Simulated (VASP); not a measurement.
Input of a VASP 6.6.1 run:

Contents of INCAR:

```
PREC = Accurate
ENCUT = 600
EDIFF = 1E-6
ISMEAR = -1
SIGMA = 0.02
LREAL = False
LASPH = True
NELM = 120
ALGO = Normal
ISIF = 2
LWAVE = False
LCHARG = False
GGA = PE
NBANDS = 33
GGA_COMPAT = False
```

The input KPOINTS:

```
Automatic mesh
0
Gamma
  6 6 8
```

Contents of POSCAR:

```
MoN2
1.0
    4.3480530000      0.0434805300      0.0000000000
    0.0434805300      4.3480530000      0.0000000000
    0.0000000000      0.0000000000      2.7674600000
Mo N
2 4
Direct
    0.5000000000      0.5000000000      0.0000000000
    0.0000000000      0.0000000000      0.0000000000
    0.8883530000      0.3883530000      0.5000000000
    0.1116470000      0.6116470000      0.5000000000
    0.3883530000      0.1116470000      0.5000000000
    0.6116470000      0.8883530000      0.5000000000
```

Potentials or basis: VASP PAW PBE potentials, release 64 (Mo_sv, N).

Launch:

```bash
$ cat potpaw_PBE.64/Mo_sv/POTCAR potpaw_PBE.64/N/POTCAR > POTCAR
$ mpirun -np 1 vasp_std > vasp.out
```

Q: What does it give for the largest force?

A: 0.357 eV/Å.

Q: Predict the band gap on the k mesh.

A: Zero (bands 24 and 25 overlap by 1.68 eV).

Stress tensor (GPa, compression positive):
```
-3.25 -5.57  0.00
-5.57 -3.25  0.00
 0.00  0.00 -4.25
```

Caveat: the cell stands under tension.
